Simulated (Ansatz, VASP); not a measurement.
**CdOs: VASP beside Ansatz**

```xyz
2
Lattice="3.3669 0.0000 0.0000 0.0000 3.3669 0.0000 0.0000 0.0000 3.3669" Properties=species:S:1:pos:R:3 pbc="T T T"
Cd    0.0000    0.0000    0.0000
Os    1.6835    1.6835    1.6835
```

Alike in both runs: task relaxation of cell and atoms; functional PBE; k mesh 6 × 6 × 6; occupations gaussian, width 0.1 eV; no spin polarisation.

```csv
,VASP,Ansatz
version,VASP 6.6.1,Ansatz 0.2.0
potentials or method,"VASP PAW PBE potentials, release 64 (Cd_sv_GW, Os_sv_GW), cutoff 540 eV","scalar-relativistic, plane waves, PAW"
valence electrons in the cell,36,36
```

|  | VASP | Ansatz | Ansatz less VASP |
| --- | --- | --- | --- |
| gap on the k mesh at the Fermi level, each at its own relaxed structure (eV) | none | none | - |
| relaxed volume (Å³/atom) | 16.71 | 16.78 | +0.065 |
| relaxed cell length with the largest relative difference (Å) | 3.221 | 3.225 | +0.0042 |

A gap of «none» marks a metal or a gap that the smearing closes.

Spin-orbit coupling is off throughout.
